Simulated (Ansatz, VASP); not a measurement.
# Two plane-wave programs on Bi2Te3

The input INCAR:

```
PREC     = Accurate       # precision mode
ENCUT    = 520            # plane-wave cutoff, eV
EDIFF    = 1E-7           # SCF threshold, eV
ISMEAR   = 0              # smearing method
SIGMA    = 0.01           # smearing width, eV
LREAL    = F              # projectors in reciprocal space
LASPH    = T              # aspherical terms in the spheres
NELM     = 80             # most SCF steps
ALGO     = Normal         # electronic algorithm
ISIF     = 2              # what is computed and relaxed
LWAVE    = F              # write WAVECAR
LCHARG   = F              # write CHGCAR
GGA      = PE             # functional
IVDW     = 13             # dispersion correction
NBANDS   = 32             # bands
```

Contents of KPOINTS:

```
regular mesh
0
Gamma
  6 6 6
```

Contents of POSCAR:

```
Bi2Te3
1.0
    2.2218585726      1.2827905028     10.2994411172
   -2.2218585726      1.2827905028     10.2994411172
    0.0000000000     -2.5655810056     10.2994411172
Bi Te
2 3
Direct
    0.4000000000      0.4000000000      0.4000000000
    0.6000000000      0.6000000000      0.6000000000
    0.0000000000      0.0000000000      0.0000000000
    0.2095000000      0.2095000000      0.2095000000
    0.7905000000      0.7905000000      0.7905000000
```

Input for Ansatz:

```yaml
crystal:
  lattice:
    - [2.2218585725776485, 1.2827905027994373, 10.299441117154448]
    - [-2.2218585725776485, 1.2827905027994373, 10.299441117154448]
    - [0.0, -2.5655810055988746, 10.299441117154448]
  atoms:
    - { symbol: Bi, position: [0.4, 0.4, 0.4] }
    - { symbol: Bi, position: [0.6, 0.6, 0.6] }
    - { symbol: Te, position: [0.0, 0.0, 0.0] }
    - { symbol: Te, position: [0.2095, 0.2095, 0.2095] }
    - { symbol: Te, position: [0.7905, 0.7905, 0.7905] }
basis:
  ecutwfc: 500.0
kpoints:
  mp_grid:
    grid: [6, 6, 6]
hamiltonian:
  xc: pbe
  dispersion: d4
scf:
  occupations:
    method: fixed
output:
  stress: true
```

Alike in both runs: task single point; functional PBE; dispersion D4; k mesh 6 × 6 × 6; no spin polarisation.

|  | VASP | Ansatz |
| --- | --- | --- |
| version | VASP 6.6.1 | Ansatz 0.2.0 |
| potentials or method | VASP PAW PBE potentials, release 64 (Bi_d, Te), cutoff 520 eV | plane waves, PAW |
| occupations | gaussian, width 0.01 eV | fixed |
| valence electrons in the cell | 48 | 78 |

```tsv
	VASP	Ansatz	Ansatz less VASP
pressure (GPa)	-2.2	-2.2	+0.02
traceless stress, the component that is largest in VASP (GPa)	-0.20	-0.20	-0.006
```

VASP's potentials hold 48 valence electrons a cell and Ansatz's 78, so a difference there can come from the potentials and not from the codes.

Neither program's run includes spin-orbit coupling.
